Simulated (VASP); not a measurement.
# Al (Fm-3m) in VASP: further runs

The runs below take Al through single point, with LDA.

Program: VASP 6.6.1. These are calculated values, not measurements. Logs are shortened: lines on timing, memory, paths and dates and some standing lists are left out, and cuts for length are marked.

**1. The cell of the first run**

It takes space group Fm-3m (No. 225, cubic). The conventional cell has a = 4.050 Å, b = 4.050 Å, c = 4.050 Å, α = 90.00°, β = 90.00°, γ = 90.00°. Within 3.8 Å of Al (site symmetry m-3m) lie 12 Al at 2.86 Å.

**2. Single point, LDA**

Input file INCAR:

```
SYSTEM = Al
ALGO = Normal
EDIFF = 1E-7
ENCUT = 520
ISIF = 2
ISMEAR = 0
LASPH = .TRUE.
LCHARG = .FALSE.
LREAL = .FALSE.
LWAVE = .FALSE.
NBANDS = 8
NELM = 100
PREC = Accurate
SIGMA = 0.1
```

Input file KPOINTS:

```
k-points
0
G
  8 8 8
  0 0 0
```

Input file POSCAR:

```
Al
1.0
    0.0000000000      2.0248050000      2.0248050000
    2.0248050000      0.0000000000      2.0248050000
    2.0248050000      2.0248050000      0.0000000000
Al
1
Direct
    0.0000000000      0.0000000000      0.0000000000
```

Potentials or basis: VASP PAW LDA potentials, release 64 (Al).

On the command line:

```sh
$ cat potpaw_LDA.64/Al/POTCAR > POTCAR
$ mpirun -np 1 vasp_std > vasp.out
```

OUTCAR:

```text
SYSTEM = Al
   EDIFF = 1E-7
   ENCUT = 520
   ISIF = 2
   ISMEAR = 0
   LASPH = .TRUE.
   LREAL = .FALSE.
   NELM = 100
   PREC = Accurate

 ion  position               nearest neighbor table
   1  0.000  0.000  0.000-

  LATTYP: Found a face centered cubic cell.
 ALAT       =     4.0496100000

  Lattice vectors:

 A1 = (   0.0000000000,   2.0248050000,   2.0248050000)
 A2 = (   2.0248050000,   0.0000000000,   2.0248050000)
 A3 = (   2.0248050000,   2.0248050000,   0.0000000000)

Analysis of symmetry for initial positions (statically):
=====================================================================
 Subroutine PRICEL returns:
 Original cell was already a primitive cell.

 Routine SETGRP: Setting up the symmetry group for a
 face centered cubic supercell.

 Subroutine GETGRP returns: Found 48 space group operations
 (whereof 48 operations were pure point group operations)
 out of a pool of 48 trial point group operations.

The static configuration has the point symmetry O_h .

Analysis of symmetry for dynamics (positions and initial velocities):
=====================================================================
 Subroutine PRICEL returns:
 Original cell was already a primitive cell.

 Routine SETGRP: Setting up the symmetry group for a
 face centered cubic supercell.

 Subroutine GETGRP returns: Found 48 space group operations
 (whereof 48 operations were pure point group operations)
 out of a pool of 48 trial point group operations.

The dynamic configuration has the point symmetry O_h .

 Subroutine INISYM returns: Found 48 space group operations
 (whereof 48 operations are pure point group operations),
 and found     1 'primitive' translations

----------------------------------------------------------------------------------------

                                     Primitive cell

  volume of cell :      16.6027

  direct lattice vectors                    reciprocal lattice vectors
     0.000000000  2.024805000  2.024805000    -0.246937359  0.246937359  0.246937359
     2.024805000  0.000000000  2.024805000     0.246937359 -0.246937359  0.246937359
     2.024805000  2.024805000  0.000000000     0.246937359  0.246937359 -0.246937359

  length of vectors
     2.863506692  2.863506692  2.863506692     0.427708053  0.427708053  0.427708053

  position of ions in fractional coordinates (direct lattice)
     0.000000000  0.000000000  0.000000000

  ion indices of the primitive-cell ions
   primitive index   ion index
                 1           1

----------------------------------------------------------------------------------------

 KPOINTS: k-points

Automatic generation of k-mesh.
 Grid dimensions read from file:
 generate k-points for:    8    8    8

 Generating k-lattice:

  Cartesian coordinates                     Fractional coordinates (reciprocal lattice)
    -0.030867170  0.030867170  0.030867170     0.125000000  0.000000000  0.000000000
     0.030867170 -0.030867170  0.030867170     0.000000000  0.125000000  0.000000000
     0.030867170  0.030867170 -0.030867170     0.000000000  0.000000000  0.125000000

  Length of vectors
     0.053463507  0.053463507  0.053463507

  Shift w.r.t. Gamma in fractional coordinates (k-lattice)
     0.000000000  0.000000000  0.000000000

 Subroutine IBZKPT returns following result:
 ===========================================

 Found     29 irreducible k-points:

 Following reciprocal coordinates:
            Coordinates               Weight
  0.000000  0.000000  0.000000      1.000000
  0.125000  0.000000  0.000000      8.000000
  0.250000  0.000000  0.000000      8.000000
  0.375000  0.000000  0.000000      8.000000
  0.500000  0.000000  0.000000      4.000000
  0.125000  0.125000  0.000000      6.000000
[... 16 lines left out ...]
  0.500000  0.250000  0.125000     48.000000
 -0.375000  0.250000  0.125000     24.000000
 [... further k-points ...]
   k-points           NKPTS =     29   k-points in BZ     NKDIM =     29   number of bands    NBANDS=      8
   number of dos      NEDOS =    301   number of ions     NIONS =      1
   total plane-waves  NPLWV =  13824
   dimension x,y,z NGX =    24 NGY =   24 NGZ =   24
   dimension x,y,z NGXF=    48 NGYF=   48 NGZF=   48
   ions per type =               1
   NGX,Y,Z   is equivalent  to a cutoff of  13.93, 13.93, 13.93 a.u.
   NGXF,Y,Z  is equivalent  to a cutoff of  27.87, 27.87, 27.87 a.u.
 SYSTEM =  Al
   PREC   = accura    normal or accurate (medium, high low for compatibility)
   ISTART =      0    job   : 0-new  1-cont  2-samecut
   ICHARG =      2    charge: 1-file 2-atom 10-const
   ISPIN  =      1    spin polarized calculation?
   LNONCOLLINEAR =      F non collinear calculations
   LSORBIT =      F    spin-orbit coupling
   LASPH  =      T    aspherical Exc in radial PAW
   ENCUT  =  520.0 eV  38.22 Ry    6.18 a.u.   5.32  5.32  5.32*2*pi/ulx,y,z
   NELM   =    100;   NELMIN=  2; NELMDL= -5     # of ELM steps
   EDIFF  = 0.1E-06   stopping-criterion for ELM
   LREAL  =      F    real-space projection
   EDIFFG = 0.1E-05   stopping-criterion for IOM
   NSW    =      0    number of steps for IOM
   IBRION =     -1    ionic relax: 0-MD 1-quasi-New 2-CG
   NFREE  =      0    steps in history (QN), initial steepest desc. (CG)
   ISIF   =      2    stress and relaxation
   ISYM   =      2    0-nonsym 1-usesym 2-fastsym
   POTIM  = 0.5000    time-step for ionic-motion
   TEBEG  =    0.0;   TEEND  =   0.0 temperature during run
   PSTRESS=    0.0 pullay stress
   NELECT =       3.0000    total number of electrons
   NUPDOWN=      -1.0000    fix difference up-down
   EMIN   =  10.00;   EMAX   =-10.00  energy-range for DOS
   EFERMI =   0.00;   METHOD = LEGACY
   ISMEAR =     0;   SIGMA  =   0.10  broadening in eV -4-tet -1-fermi 0-gaus
   EFERMI_NEDOS =   21; number of points for ismear=-14 and -15
   IALGO  =     38    algorithm
   IMIX   =      4    mixing-type and parameters
     AMIX     =   0.40;   BMIX     =  1.00
     AMIX_MAG =   1.60;   BMIX_MAG =  1.00
  volume/ion in A,a.u.               =      16.60       112.04
  Fermi-wavevector in a.u.,A,eV,Ry     =   0.925526  1.748991 11.654733  0.856599
  Thomas-Fermi vector in A             =   2.051390
   LORBIT       =      0    0 simple, 1 ext, 2 COOP (PROOUT), +10 PAW based schemes
   GGA     = CA    functional components
   LHFCALC =     F    Hartree Fock is set to
   AEXX    =    0.0000 exact exchange contribution
   IVDW    =     0    specifies the selected vdW correction
   LEPSILON=     F    determine dielectric tensor
   LRPA    =     F    only Hartree local field effects (RPA)
 non-spin polarized calculation
 Gauss-broadening in eV      SIGMA  =   0.10
  energy-cutoff  :      520.00
  volume of cell :       16.60
 maximum number of plane-waves:       459
 NGX is ok and might be reduce to    24
   NGX = 11   NGY = 11   NGZ = 11

 number of electron       3.0000000 magnetization

 Free energy of the ion-electron system (eV)
  ---------------------------------------------------
  ext. energy  EPLUGINS =         0.00000000
  ---------------------------------------------------
  free energy    TOTEN  =        -4.17804305 eV

  energy without entropy =       -4.17497675  energy(sigma->0) =       -4.17650990

 E-fermi :   7.7891     XC(G=0): -10.3200

 val. band max:        7.4258037299   @ k =  -0.2500   0.3750   0.1250
 cond. band min:       7.8641483938   @ k =   0.5000   0.2500   0.1250
 fundamental gap:      0.4383446639
 Fermi energy:         7.7890826589

 k-point     1 :       0.0000    0.0000    0.0000
  band No.  band energies     occupation
      1      -3.3294      2.00000
      2      20.2663      0.00000
      3      20.2663      0.00000
      4      20.2663      0.00000
      5      21.5380      0.00000
      6      21.5380      0.00000
      7      21.5380      0.00000
      8      24.2977      0.00000

 k-point     2 :       0.1250    0.0000    0.0000
  band No.  band energies     occupation
      1      -2.9079      2.00000
      2      15.9710      0.00000
      3      19.2685      0.00000
      4      19.2685      0.00000
      5      22.3012      0.00000
      6      23.1012      0.00000
      7      23.1012      0.00000
      8      25.2392      0.00000

 k-point     3 :       0.2500    0.0000    0.0000
  band No.  band energies     occupation
      1      -1.6509      2.00000
      2      11.1382      0.00000
      3      18.4950      0.00000
      4      18.4950      0.00000
      5      21.9893      0.00000
      6      22.2929      0.00000
      7      22.2929      0.00000
      8      26.3940      0.00000

 k-point     4 :       0.3750    0.0000    0.0000
  band No.  band energies     occupation
      1       0.4198      2.00000
      2       6.8652      2.00000
      3      18.3983      0.00000
      4      18.3983      0.00000
      5      20.3402      0.00000
      6      20.3402      0.00000
      7      22.0788      0.00000
      8      24.3489      0.00000

 k-point     5 :       0.5000    0.0000    0.0000
  band No.  band energies     occupation
      1       3.2040      2.00000
      2       3.3417      2.00000
      3      18.8982      0.00000
      4      18.8982      0.00000
      5      19.1369      0.00000
      6      19.1369      0.00000
      7      22.7789      0.00000
      8      22.9409      0.00000
[... 177 lines left out ...]
 k-point    22 :       0.3750    0.2500    0.1250
  band No.  band energies     occupation
      1      -0.5430      2.00000
      2      11.5653      0.00000
      3      12.9057      0.00000
      4      16.4045      0.00000
      5      19.7832      0.00000
      6      21.4398      0.00000
      7      24.4875      0.00000
      8      27.7648      0.00000

 k-point    23 :       0.5000    0.2500    0.1250
  band No.  band energies     occupation
      1       1.5106      2.00000
      2       7.8641      0.28842
      3      12.2552      0.00000
      4      14.2818      0.00000
      5      20.3710      0.00000
      6      22.4288      0.00000
      7      24.5198      0.00000
      8      28.4373      0.00000

 k-point    24 :      -0.3750    0.2500    0.1250
  band No.  band energies     occupation
      1       4.2421      2.00000
      2       4.4305      2.00000
      3      12.6908      0.00000
      4      13.0573      0.00000
      5      20.8627      0.00000
      6      21.3394      0.00000
      7      27.7229      0.00000
      8      28.0810      0.00000

 [... further k-points ...]

------------------------ aborting loop because EDIFF is reached ----------------------------------------

  FORCE on cell =-STRESS in cart. coord.  units (eV):
  Direction    XX          YY          ZZ          XY          YZ          ZX
  --------------------------------------------------------------------------------------
  -------------------------------------------------------------------------------------
  Total       -0.3806231     -0.3806231     -0.3806231      0.0000000     -0.0000000     -0.0000000
  in kB      -36.7304410    -36.7304410    -36.7304410      0.0000000     -0.0000000     -0.0000000
  external PRESSURE =     -36.7304410 kB  Pullay stress =       0.0000000 kB

 VOLUME and BASIS-vectors are now :
 -----------------------------------------------------------------------------
  energy-cutoff  :      520.00
  volume of cell :       16.60
      direct lattice vectors                 reciprocal lattice vectors
     0.000000000  2.024805000  2.024805000    -0.246937359  0.246937359  0.246937359
     2.024805000  0.000000000  2.024805000     0.246937359 -0.246937359  0.246937359
     2.024805000  2.024805000  0.000000000     0.246937359  0.246937359 -0.246937359

 POSITION                                       TOTAL-FORCE (eV/Angst)
 -----------------------------------------------------------------------------------
      0.00000      0.00000      0.00000        -0.000000     -0.000000     -0.000000
 -----------------------------------------------------------------------------------
    total drift:                                0.000000     -0.000000      0.000000

  FREE ENERGIE OF THE ION-ELECTRON SYSTEM (eV)
  ---------------------------------------------------
  free  energy   TOTEN  =        -4.1780430518 eV

  energy  without entropy=       -4.1749767492  energy(sigma->0) =       -4.17650990
```

Run time: 1.9 s. Hardware: 1 thread of AMD EPYC 9R45 (Zen 5), shared host; peak memory 0.09 GiB.

What came out:

```
Free energy : -4.1780 eV
Pressure    : -3.7 GPa
```

**3. Single point, LDA**

This run uses another cell than the first one, of 15.80 Å³/atom, 0.952 times its volume.

Input file INCAR:

```
PREC = Accurate ; ENCUT = 520
EDIFF = 1E-6 ; ISMEAR = 0
SIGMA = 0.1 ; LREAL = F
LASPH = T ; NELM = 100
ALGO = Normal ; ISIF = 2
LWAVE = F ; LCHARG = F
GGA = CA ; NBANDS = 8
```

Input file KPOINTS:

```
regular mesh
0
Gamma
  18 18 18
```

Input file POSCAR:

```
Al
1.0
    0.0000000000      1.9918095695      1.9918095695
    1.9918095695      0.0000000000      1.9918095695
    1.9918095695      1.9918095695      0.0000000000
Al
1
Direct
    0.0000000000      0.0000000000      0.0000000000
```

Potentials or basis: VASP PAW LDA potentials, release 64 (Al).

On the command line:

```sh
$ cat potpaw_LDA.64/Al/POTCAR > POTCAR
$ mpirun -np 1 vasp_std > vasp.out
```

OUTCAR:

```text
PREC = Accurate
   ENCUT = 520
   EDIFF = 1E-6
   ISMEAR = 0
   LREAL = F
   LASPH = T
   NELM = 100
   ISIF = 2
   GGA = CA

 ion  position               nearest neighbor table
   1  0.000  0.000  0.000-

  LATTYP: Found a face centered cubic cell.
 ALAT       =     3.9836191390

  Lattice vectors:

 A1 = (   0.0000000000,   1.9918095695,   1.9918095695)
 A2 = (   1.9918095695,   0.0000000000,   1.9918095695)
 A3 = (   1.9918095695,   1.9918095695,   0.0000000000)

Analysis of symmetry for initial positions (statically):
=====================================================================
 Subroutine PRICEL returns:
 Original cell was already a primitive cell.

 Routine SETGRP: Setting up the symmetry group for a
 face centered cubic supercell.

 Subroutine GETGRP returns: Found 48 space group operations
 (whereof 48 operations were pure point group operations)
 out of a pool of 48 trial point group operations.

The static configuration has the point symmetry O_h .

Analysis of symmetry for dynamics (positions and initial velocities):
[... 157 lines left out ...]

 E-fermi :   8.2371     XC(G=0): -10.5040

 val. band max:        8.2189817374   @ k =  -0.2778   0.2778   0.0556
 cond. band min:       8.2440647955   @ k =  -0.4444   0.3333   0.1111
 fundamental gap:      0.0250830581
 Fermi energy:         8.2370977705

 k-point     1 :       0.0000    0.0000    0.0000
  band No.  band energies     occupation
      1      -3.1544      2.00000
      2      21.0520      0.00000
      3      21.0520      0.00000
      4      21.0520      0.00000
      5      22.7072      0.00000
      6      22.7072      0.00000
      7      22.7072      0.00000
      8      25.1743      0.00000
[... 243 lines left out ...]
 k-point    24 :      -0.2222    0.0556    0.0000
  band No.  band energies     occupation
      1      -1.4706      2.00000
      2      12.1644      0.00000
      3      17.7271      0.00000
      4      20.6208      0.00000
      5      22.3902      0.00000
      6      23.5549      0.00000
      7      23.9361      0.00000
      8      26.1647      0.00000

 [... further k-points ...]

------------------------ aborting loop because EDIFF is reached ----------------------------------------

  FORCE on cell =-STRESS in cart. coord.  units (eV):
  Direction    XX          YY          ZZ          XY          YZ          ZX
  --------------------------------------------------------------------------------------
  -------------------------------------------------------------------------------------
  Total        0.0068886      0.0068886      0.0068886      0.0000000      0.0000000      0.0000000
  in kB        0.6983391      0.6983391      0.6983391      0.0000000      0.0000000      0.0000000
  external PRESSURE =       0.6983391 kB  Pullay stress =       0.0000000 kB

 VOLUME and BASIS-vectors are now :
 -----------------------------------------------------------------------------
  energy-cutoff  :      520.00
  volume of cell :       15.80
      direct lattice vectors                 reciprocal lattice vectors
     0.000000000  1.991809569  1.991809569    -0.251028014  0.251028014  0.251028014
     1.991809569  0.000000000  1.991809569     0.251028014 -0.251028014  0.251028014
     1.991809569  1.991809569  0.000000000     0.251028014  0.251028014 -0.251028014

 POSITION                                       TOTAL-FORCE (eV/Angst)
 -----------------------------------------------------------------------------------
      0.00000      0.00000      0.00000         0.000000      0.000000      0.000000
 -----------------------------------------------------------------------------------
    total drift:                                0.000000      0.000000     -0.000000

  FREE ENERGIE OF THE ION-ELECTRON SYSTEM (eV)
  ---------------------------------------------------
  free  energy   TOTEN  =        -4.1901492899 eV

  energy  without entropy=       -4.1871613178  energy(sigma->0) =       -4.18865530
```

stdout:

```text
POSCAR found type information on POSCAR Al
 POSCAR found :  1 types and       1 ions
 scaLAPACK will be used
 LDA part: xc-table for (Slater(with rela. corr.)+CA(PZ))
 , standard interpolation
 POSCAR, INCAR and KPOINTS ok, starting setup
 FFT: planning ... GRIDC
 FFT: planning ... GRID_SOFT
 FFT: planning ... GRID
 WAVECAR not read
 entering main loop
```

It took 9.7 s on 1 thread of AMD EPYC 9R45 (Zen 5), shared host; peak memory 0.1 GiB.

What came out:

```yaml
Free_energy: -4.1901 eV
Pressure: 0.1 GPa
```

Levels at points of the mesh, in eV from the Fermi level:
| k point | band 1 | band 2 | band 3 | band 4 | band 5 |
| --- | --- | --- | --- | --- | --- |
| (0.00, 0.00, 0.00) | -11.39 | 12.81 | 12.81 | 12.81 | 14.47 |
| (0.50, 0.00, 0.00) | -4.71 | -4.44 | 11.64 | 11.64 | 11.71 |
| (0.50, 0.50, 0.00) | -2.99 | -1.61 | 5.31 | 5.75 | 5.75 |
